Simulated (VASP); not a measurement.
The system is Al2O3.

```xyz
10
Lattice="2.3803 1.3742 4.3319 -2.3803 1.3742 4.3319 0.0000 -2.7485 4.3319" Properties=species:S:1:pos:R:3 pbc="T T T"
Al    0.0000    0.0000   11.0743
Al    0.0000    0.0000    8.4191
Al    0.0000    0.0000    1.9213
Al    0.0000    0.0000    4.5765
O    -1.6503   -0.1099    5.4148
O     0.7300    1.4841    5.4148
O     0.9203   -1.3742    5.4148
O     1.6503    0.1099    7.5808
O    -0.7300   -1.4841    7.5808
O    -0.9203    1.3742    7.5808
```

Base run:

- Program: VASP 6.6.1
- Functional: r2SCAN
- Potentials or basis: VASP PAW PBE potentials, release 64 (Al, O)
- Cutoff: 520 eV
- k mesh: 7 × 7 × 7
- Occupations: fermi-dirac, width 0.05 eV
- Spin: no spin polarisation

Its results: band gap on the k mesh 7.13 eV; pressure -0.7 GPa; largest force 0.080 eV/Å.

Task: The run is repeated on the same cell with these changes: functional from r2SCAN to RPBE. What comes out?

Result: Band gap on the k mesh 6.31 eV; pressure 11.9 GPa; largest force 0.034 eV/Å.

Caveats: the PAW data sets were made with another functional, which shifts forces and pressure a little; the cell stands under pressure (at least some runs).

A k mesh can miss the band edges.
